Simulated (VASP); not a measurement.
# NdZrS2 (P4/mmm) in VASP: a series of runs

The runs below take NdZrS2 through relaxation of cell and atoms, with PBE.

Program: VASP 6.6.1. These are calculated values, not measurements. Logs are shortened: lines on timing, memory, paths and dates and some standing lists are left out, and cuts for length are marked.

## Step 1: The cell of the first run

It takes space group P4/mmm (No. 123, tetragonal). The conventional cell has a = 4.099 Å, b = 4.099 Å, c = 5.575 Å, α = 90.00°, β = 90.00°, γ = 90.00°. Within 3.7 Å of Nd (site symmetry 4/mmm) lie 6 S at 2.79 to 2.90 Å. Within 3.7 Å of Zr (site symmetry 4/mmm) lie 6 S at 2.79 to 2.90 Å. S (site symmetry 4/mmm) has 2 Nd at 2.79 Å and 4 Zr at 2.90 Å within 3.7 Å. S (site symmetry 4/mmm) has 2 Zr at 2.79 Å and 4 Nd at 2.90 Å within 3.7 Å.

The cell was generated, and may not be a known phase.

## Step 2: Relaxation of cell and atoms, PBE

File INCAR:

```
PREC = Accurate
ENCUT = 500
EDIFF = 1E-7
ISMEAR = 0
SIGMA = 0.2
LREAL = F
LASPH = T
NELM = 200
ALGO = Normal
ISIF = 3
LWAVE = F
LCHARG = F
GGA = PE
IBRION = 2
NSW = 36
EDIFFG = -0.08
GGA_COMPAT = F
NELMIN = 4
LMAXMIX = 6
```

File KPOINTS:

```
Automatic mesh
0
Gamma
  5 5 4
```

File POSCAR:

```
NdZrS2
1.0
    4.0989586400      0.0000000000      0.0000000000
    0.0000000000      4.0989586400      0.0000000000
    0.0000000000      0.0000000000      5.5753740500
Nd Zr S
1 1 2
Direct
    0.0000000000      0.0000000000      0.0000000000
    0.5000000000      0.5000000000      0.5000000000
    0.0000000000      0.0000000000      0.5000000000
    0.5000000000      0.5000000000      0.0000000000
```

Potentials or basis: VASP PAW PBE potentials, release 64 (Nd_3, Zr_sv, S), 4f in core.

Command:

```bash
cat potpaw_PBE.64/Nd_3/POTCAR potpaw_PBE.64/Zr_sv/POTCAR potpaw_PBE.64/S/POTCAR > POTCAR
mpirun -np 1 vasp_std > vasp.out
```

OUTCAR:

```text
PREC = Accurate
   ENCUT = 500
   EDIFF = 1E-7
   ISMEAR = 0
   LREAL = F
   LASPH = T
   NELM = 200
   ISIF = 3
   GGA = PE
   IBRION = 2
   NSW = 36
   EDIFFG = -0.08
   NELMIN = 4

 ion  position               nearest neighbor table
   1  0.000  0.000  0.000-   3 2.79   3 2.79   4 2.90   4 2.90   4 2.90   4 2.90
   2  0.500  0.500  0.500-   4 2.79   4 2.79   3 2.90   3 2.90   3 2.90   3 2.90
   3  0.000  0.000  0.500-   1 2.79   1 2.79   2 2.90   2 2.90   2 2.90   2 2.90
   4  0.500  0.500  0.000-   2 2.79   2 2.79   1 2.90   1 2.90   1 2.90   1 2.90

  LATTYP: Found a simple tetragonal cell.
 ALAT       =     4.0989586400
 C/A-ratio  =     1.3601928050

  Lattice vectors:

 A1 = (   4.0989586400,   0.0000000000,   0.0000000000)
 A2 = (   0.0000000000,   4.0989586400,   0.0000000000)
 A3 = (   0.0000000000,   0.0000000000,   5.5753740500)

Analysis of symmetry for initial positions (statically):
=====================================================================
 Subroutine PRICEL returns:
 Original cell was already a primitive cell.

 Routine SETGRP: Setting up the symmetry group for a
 simple tetragonal supercell.

 Subroutine GETGRP returns: Found 16 space group operations
 (whereof 16 operations were pure point group operations)
 out of a pool of 16 trial point group operations.

The static configuration has the point symmetry D_4h.

Analysis of symmetry for dynamics (positions and initial velocities):
=====================================================================
 Subroutine PRICEL returns:
 Original cell was already a primitive cell.

 Routine SETGRP: Setting up the symmetry group for a
 simple tetragonal supercell.

 Subroutine GETGRP returns: Found 16 space group operations
 (whereof 16 operations were pure point group operations)
 out of a pool of 16 trial point group operations.

The dynamic configuration has the point symmetry D_4h.

 Subroutine INISYM returns: Found 16 space group operations
 (whereof 16 operations are pure point group operations),
 and found     1 'primitive' translations

----------------------------------------------------------------------------------------

                                     Primitive cell

  volume of cell :      93.6744

  direct lattice vectors                    reciprocal lattice vectors
     4.098958640  0.000000000  0.000000000     0.243964404  0.000000000  0.000000000
     0.000000000  4.098958640  0.000000000     0.000000000  0.243964404  0.000000000
     0.000000000  0.000000000  5.575374050     0.000000000  0.000000000  0.179360163

  length of vectors
     4.098958640  4.098958640  5.575374050     0.243964404  0.243964404  0.179360163

  position of ions in fractional coordinates (direct lattice)
     0.000000000  0.000000000  0.000000000
     0.500000000  0.500000000  0.500000000
     0.000000000  0.000000000  0.500000000
     0.500000000  0.500000000  0.000000000

  ion indices of the primitive-cell ions
   primitive index   ion index
                 1           1
                 2           2
                 3           3
                 4           4

----------------------------------------------------------------------------------------

 KPOINTS: Automatic mesh

Automatic generation of k-mesh.
 Grid dimensions read from file:
 generate k-points for:    5    5    4

 Generating k-lattice:

  Cartesian coordinates                     Fractional coordinates (reciprocal lattice)
     0.048792881  0.000000000  0.000000000     0.200000000  0.000000000  0.000000000
     0.000000000  0.048792881  0.000000000     0.000000000  0.200000000  0.000000000
     0.000000000  0.000000000  0.044840041     0.000000000  0.000000000  0.250000000

  Length of vectors
     0.048792881  0.048792881  0.044840041

  Shift w.r.t. Gamma in fractional coordinates (k-lattice)
     0.000000000  0.000000000  0.000000000

 Subroutine IBZKPT returns following result:
 ===========================================

 Found     18 irreducible k-points:

 Following reciprocal coordinates:
            Coordinates               Weight
  0.000000  0.000000  0.000000      1.000000
  0.200000  0.000000  0.000000      4.000000
  0.400000  0.000000  0.000000      4.000000
  0.200000  0.200000  0.000000      4.000000
  0.400000  0.200000  0.000000      8.000000
  0.400000  0.400000  0.000000      4.000000
[... 10 lines left out ...]
  0.400000  0.200000  0.500000      8.000000
  0.400000  0.400000  0.500000      4.000000
   k-points           NKPTS =     18   k-points in BZ     NKDIM =     18   number of bands    NBANDS=     21
   number of dos      NEDOS =    301   number of ions     NIONS =      4
   total plane-waves  NPLWV =  37800
   dimension x,y,z NGX =    30 NGY =   30 NGZ =   42
   dimension x,y,z NGXF=    60 NGYF=   60 NGZF=   84
   ions per type =               1   1   2
   NGX,Y,Z   is equivalent  to a cutoff of  12.17, 12.17, 12.52 a.u.
   NGXF,Y,Z  is equivalent  to a cutoff of  24.33, 24.33, 25.05 a.u.
 SYSTEM =  unknown system
   PREC   = accura    normal or accurate (medium, high low for compatibility)
   ISTART =      0    job   : 0-new  1-cont  2-samecut
   ICHARG =      2    charge: 1-file 2-atom 10-const
   ISPIN  =      1    spin polarized calculation?
   LNONCOLLINEAR =      F non collinear calculations
   LSORBIT =      F    spin-orbit coupling
   LASPH  =      T    aspherical Exc in radial PAW
   ENCUT  =  500.0 eV  36.75 Ry    6.06 a.u.   7.47  7.47 10.17*2*pi/ulx,y,z
   NELM   =    200;   NELMIN=  4; NELMDL= -5     # of ELM steps
   EDIFF  = 0.1E-06   stopping-criterion for ELM
   LREAL  =      F    real-space projection
   EDIFFG = -.8E-01   stopping-criterion for IOM
   NSW    =     36    number of steps for IOM
   IBRION =      2    ionic relax: 0-MD 1-quasi-New 2-CG
   NFREE  =      1    steps in history (QN), initial steepest desc. (CG)
   ISIF   =      3    stress and relaxation
   ISYM   =      2    0-nonsym 1-usesym 2-fastsym
   POTIM  = 0.5000    time-step for ionic-motion
   TEBEG  =    0.0;   TEEND  =   0.0 temperature during run
   PSTRESS=    0.0 pullay stress
   NELECT =      35.0000    total number of electrons
   NUPDOWN=      -1.0000    fix difference up-down
   EMIN   =  10.00;   EMAX   =-10.00  energy-range for DOS
   EFERMI =   0.00;   METHOD = LEGACY
   ISMEAR =     0;   SIGMA  =   0.20  broadening in eV -4-tet -1-fermi 0-gaus
   EFERMI_NEDOS =   21; number of points for ismear=-14 and -15
   IALGO  =     38    algorithm
   IMIX   =      4    mixing-type and parameters
     AMIX     =   0.40;   BMIX     =  1.00
     AMIX_MAG =   1.60;   BMIX_MAG =  1.00
  volume/ion in A,a.u.               =      23.42       158.04
  Fermi-wavevector in a.u.,A,eV,Ry     =   1.179118  2.228209 18.916432  1.390319
  Thomas-Fermi vector in A             =   2.315434
   LORBIT       =      0    0 simple, 1 ext, 2 COOP (PROOUT), +10 PAW based schemes
   GGA     = PE    functional components
   LHFCALC =     F    Hartree Fock is set to
   AEXX    =    0.0000 exact exchange contribution
   IVDW    =     0    specifies the selected vdW correction
   LEPSILON=     F    determine dielectric tensor
   LRPA    =     F    only Hartree local field effects (RPA)
 conjugate gradient relaxation of ions
 non-spin polarized calculation
 Gauss-broadening in eV      SIGMA  =   0.20
  energy-cutoff  :      500.00
  volume of cell :       93.67
 maximum number of plane-waves:      2413
 NGX is ok and might be reduce to    30
   NGX = 15   NGY = 15   NGZ = 21

--------------------------------------- Ionic step        1  -------------------------------------------

 number of electron      34.9999996 magnetization

 Free energy of the ion-electron system (eV)
  ---------------------------------------------------
  ext. energy  EPLUGINS =         0.00000000
  ---------------------------------------------------
  free energy    TOTEN  =       -27.52245654 eV

  energy without entropy =      -27.45840269  energy(sigma->0) =      -27.49042962

------------------------ aborting loop because EDIFF is reached ----------------------------------------

  FORCE on cell =-STRESS in cart. coord.  units (eV):
  Direction    XX          YY          ZZ          XY          YZ          ZX
  --------------------------------------------------------------------------------------
  -------------------------------------------------------------------------------------
  Total       -5.9447004     -5.9447004     -3.4170162      0.0000000     -0.0000000      0.0000000
  in kB     -101.6762391   -101.6762391    -58.4435432      0.0000000     -0.0000000      0.0000000
  external PRESSURE =     -87.2653405 kB  Pullay stress =       0.0000000 kB

 VOLUME and BASIS-vectors are now :
 -----------------------------------------------------------------------------
  energy-cutoff  :      500.00
  volume of cell :       93.67
      direct lattice vectors                 reciprocal lattice vectors
     4.098958640  0.000000000  0.000000000     0.243964404  0.000000000  0.000000000
     0.000000000  4.098958640  0.000000000     0.000000000  0.243964404  0.000000000
     0.000000000  0.000000000  5.575374050     0.000000000  0.000000000  0.179360163

 POSITION                                       TOTAL-FORCE (eV/Angst)
 -----------------------------------------------------------------------------------
      0.00000      0.00000      0.00000         0.000000      0.000000      0.000000
      2.04948      2.04948      2.78769         0.000000      0.000000      0.000000
      0.00000      0.00000      2.78769         0.000000      0.000000      0.000000
      2.04948      2.04948      0.00000         0.000000      0.000000      0.000000
 -----------------------------------------------------------------------------------
    total drift:                                0.000000      0.000000      0.000000

  FREE ENERGIE OF THE ION-ELECTRON SYSTEM (eV)
  ---------------------------------------------------
  free  energy   TOTEN  =       -27.5224565388 eV
[... 131 lines left out ...]
 VOLUME and BASIS-vectors are now :
 -----------------------------------------------------------------------------
  energy-cutoff  :      500.00
  volume of cell :       83.52
      direct lattice vectors                 reciprocal lattice vectors
     3.896686987  0.000000000  0.000000000     0.256628260  0.000000000  0.000000000
     0.000000000  3.896686987 -0.000000000    -0.000000000  0.256628260 -0.000000000
    -0.000000000  0.000000000  5.500222419    -0.000000000  0.000000000  0.181810829

 POSITION                                       TOTAL-FORCE (eV/Angst)
 -----------------------------------------------------------------------------------
     -0.00000      0.00000      5.50022        -0.000000      0.000000      0.000000
      1.94834      1.94834      2.75011        -0.000000      0.000000      0.000000
     -0.00000      0.00000      2.75011         0.000000     -0.000000      0.000000
      1.94834      1.94834      0.00000        -0.000000      0.000000      0.000000
 -----------------------------------------------------------------------------------
    total drift:                                0.000000      0.000000      0.000000

  FREE ENERGIE OF THE ION-ELECTRON SYSTEM (eV)
  ---------------------------------------------------
  free  energy   TOTEN  =       -27.8553169358 eV

  energy  without entropy=      -27.7937699761  energy(sigma->0) =      -27.82454346

--------------------------------------- Ionic step        6  -------------------------------------------

 number of electron      35.0000004 magnetization

 Free energy of the ion-electron system (eV)
  ---------------------------------------------------
  ext. energy  EPLUGINS =         0.00000000
  ---------------------------------------------------
  free energy    TOTEN  =       -27.85686992 eV

  energy without entropy =      -27.79630043  energy(sigma->0) =      -27.82658517

 E-fermi :   8.0452     XC(G=0): -10.7537

 val. band max:        8.0348920041   @ k =   0.4000   0.2000   0.2500
 cond. band min:       8.1068328465   @ k =   0.2000   0.0000   0.2500
 fundamental gap:      0.0719408424
 Fermi energy:         8.0451559515

 k-point     1 :       0.0000    0.0000    0.0000
  band No.  band energies     occupation
      1     -42.1827      2.00000
      2     -30.1909      2.00000
      3     -20.2287      2.00000
      4     -20.1853      2.00000
      5     -20.1853      2.00000
      6     -11.6036      2.00000
[... 13 lines left out ...]
     20       7.4582      1.99997
     21       7.8288      1.87398

 k-point     2 :       0.2000    0.0000    0.0000
  band No.  band energies     occupation
      1     -42.1813      2.00000
      2     -30.1820      2.00000
      3     -20.2257      2.00000
      4     -20.2188      2.00000
      5     -20.1813      2.00000
      6     -11.6296      2.00000
[... 410 lines left out ...]
 VOLUME and BASIS-vectors are now :
 -----------------------------------------------------------------------------
  energy-cutoff  :      500.00
  volume of cell :       83.46
      direct lattice vectors                 reciprocal lattice vectors
     3.903654925  0.000000000  0.000000000     0.256170184  0.000000000  0.000000000
     0.000000000  3.903654925 -0.000000000    -0.000000000  0.256170184 -0.000000000
    -0.000000000  0.000000000  5.476745805    -0.000000000  0.000000000  0.182590180

 POSITION                                       TOTAL-FORCE (eV/Angst)
 -----------------------------------------------------------------------------------
      0.00000      0.00000      0.00000         0.000000     -0.000000      0.000000
      1.95183      1.95183      2.73837        -0.000000      0.000000      0.000000
     -0.00000      0.00000      2.73837         0.000000     -0.000000      0.000000
      1.95183      1.95183      0.00000        -0.000000      0.000000      0.000000
 -----------------------------------------------------------------------------------
    total drift:                                0.000000      0.000000      0.000000

  FREE ENERGIE OF THE ION-ELECTRON SYSTEM (eV)
  ---------------------------------------------------
  free  energy   TOTEN  =       -27.8568699171 eV

  energy  without entropy=      -27.7963004253  energy(sigma->0) =      -27.82658517

 reached required accuracy - stopping structural energy minimisation
```

Wall time 1.8 min (1 thread of Intel Xeon Platinum 8559C (Emerald Rapids), shared host); peak memory 0.22 GiB.

Results:

```yaml
Free_energy: -27.8569 eV
Relaxed_volume: 20.86 Å³/atom
Relaxed_cell: a = 3.904 Å, b = 3.904 Å, c = 5.477 Å, α = 90.00°, β = 90.00°, γ = 90.00°
Space_group_after_relaxing_to_0.1_Å: P4/mmm (No. 123)
Energy_gained_by_relaxing: 83.6 meV/atom
Ionic_steps: 6
Pressure_after_relaxing: 0.3 GPa
```

The path:
```tsv
step	energy change (eV)	largest force (eV/Å)	pressure (GPa)	volume (Å³)
1	0.0000	0.0000	-8.73	93.67
2	-0.1606	0.0000	9.54	77.40
3	-0.3287	0.0000	0.23	83.54
4	-0.3287	0.0000	0.47	83.34
5	-0.3329	0.0000	0.19	83.52
6	-0.3344	0.0000	0.27	83.46
```

Final structure:
```
Nd Zr S
1.0
     3.90365    0.00000    0.00000
     0.00000    3.90365    0.00000
     0.00000    0.00000    5.47675
Nd Zr S
1 1 2
Direct
  0.00000 0.00000 0.00000
  0.50000 0.50000 0.50000
  0.00000 0.00000 0.50000
  0.50000 0.50000 0.00000
```

Caveat: the highest band is partly filled, so the run has too few bands; spin-orbit coupling is left out, which moves the levels of the heavy elements; the 4f electrons are frozen in the core, so they carry no moment and show no levels; the run has no spin polarisation, though such a crystal can be magnetic. Spin polarisation is off, so any magnetic state and its effect on volume and gap are missing.

(Continued in part 2 of 2.)
